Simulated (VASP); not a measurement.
InSb, 2 atoms in the cell. The structure is tetragonal, space group I-4m2 (No. 119). Conventional cell: a = 4.581 Å, b = 4.581 Å, c = 6.219 Å, α = 90.00°, β = 90.00°, γ = 90.00°. In (site symmetry -4m2) has 4 Sb at 2.77 Å within 3.6 Å. Within 3.6 Å of Sb (site symmetry -4m2) lie 4 In at 2.77 Å.  This cell differs from its parent crystal: strain +0.000 along x and y, -0.040 along z.

| Property | Result |
| --- | --- |
| Program | VASP 6.6.1 |
| Task | single point |
| Functional | PBE |
| Potentials or basis | VASP PAW PBE potentials, release 64 (In_d, Sb) |
| Cutoff | 520 eV |
| k mesh | 12 × 12 × 12 |
| Occupations | gaussian, width 0.15 eV |
| Spin | no spin polarisation |
| Dipole correction | no |
| Further INCAR settings | ALGO = Normal; EDIFF = 1e-07; NBANDS = 16 |

Potentials or basis: VASP PAW PBE potentials, release 64 (In_d, Sb).

The run is started by

```sh
$ cat potpaw_PBE.64/In_d/POTCAR potpaw_PBE.64/Sb/POTCAR > POTCAR
$ mpirun -np 1 vasp_std > vasp.out
```

Hardware: 1 thread of Intel(R) Xeon(R) 6975P-C (Granite Rapids), on a shared host.

**Question.** How long does it take, and how much memory?

**Answer.** Run time: 70 s on 1 thread of Intel(R) Xeon(R) 6975P-C (Granite Rapids), on a shared host, peak memory 0.33 GiB. Counts: scf iterations 14, k points 163.
